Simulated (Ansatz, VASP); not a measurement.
Sb: VASP beside Ansatz

Contents of INCAR:

```
SYSTEM = Sb
PREC     = Accurate       ! precision mode
ENCUT    = 520            ! plane-wave cutoff, eV
EDIFF    = 1E-6           ! SCF threshold, eV
ISMEAR   = 0              ! smearing method
SIGMA    = 0.15           ! smearing width, eV
LREAL    = .FALSE.        ! projectors in reciprocal space
LASPH    = .TRUE.         ! aspherical terms in the spheres
NELM     = 80             ! most SCF steps
ALGO     = Normal         ! electronic algorithm
ISIF     = 2              ! what is computed and relaxed
LWAVE    = .FALSE.        ! write WAVECAR
LCHARG   = .FALSE.        ! write CHGCAR
GGA      = PS             ! functional
NBANDS   = 12             ! bands
```

The input KPOINTS:

```
regular mesh
0
G
  18 18 10
  0 0 0
```

The input POSCAR:

```
Sb
1.0
    3.3690001795      0.0000000000      0.0000000000
   -1.6845000898      2.9176397408      0.0000000000
    0.0000000000      0.0000000000      5.3300000000
Sb
2
Direct
    0.3333333333      0.6666666667      0.2500000000
    0.6666666667      0.3333333333      0.7500000000
```

Input for Ansatz:

```yaml
crystal:
  lattice:
    - [3.3690001795, 0.0, 0.0]
    - [-1.6845000898, 2.9176397408, 0.0]
    - [0.0, 0.0, 5.33]
  atoms:
    - { symbol: Sb, position: [0.3333333333, 0.6666666667, 0.25] }
    - { symbol: Sb, position: [0.6666666667, 0.3333333333, 0.75] }
basis:
  ecutwfc: 420
kpoints:
  mp_grid: { grid: [18, 18, 10] }
hamiltonian:
  xc: pbesol
scf:
  occupations: { method: gaussian, width: 0.15 }
output:
  forces: true
  stress: true
  eigenvalues: true
  write_density: true
  write_potential: true
  elf: true
  volumetric_format: npy
```

Alike in both runs: task single point; functional PBEsol; k mesh 18 × 18 × 10; occupations gaussian, width 0.15 eV; no spin polarisation.

|  | VASP | Ansatz |
| --- | --- | --- |
| version | VASP 6.6.1 | Ansatz 0.2.0 |
| potentials or method | VASP PAW PBE potentials, release 64 (Sb), cutoff 520 eV | scalar-relativistic, plane waves, PAW |
| valence electrons in the cell | 10 | 30 |

|  | VASP | Ansatz | Ansatz less VASP |
| --- | --- | --- | --- |
| gap on the k mesh at the Fermi level (eV) | none | none | - |
| pressure (GPa) | -0.1 | -0.1 | +0.02 |
| traceless stress, the component that is largest in VASP (GPa) | 1.08 | 1.07 | -0.010 |

VASP's potentials were made for PBE, not for PBEsol. A gap of «none» marks a metal or a gap that the smearing closes. With one functional, cell and mesh, what is left measures potentials, basis and numerics. VASP's potentials hold 10 valence electrons a cell and Ansatz's 30, so a difference there can come from the potentials and not from the codes.

Neither program's run includes spin-orbit coupling.
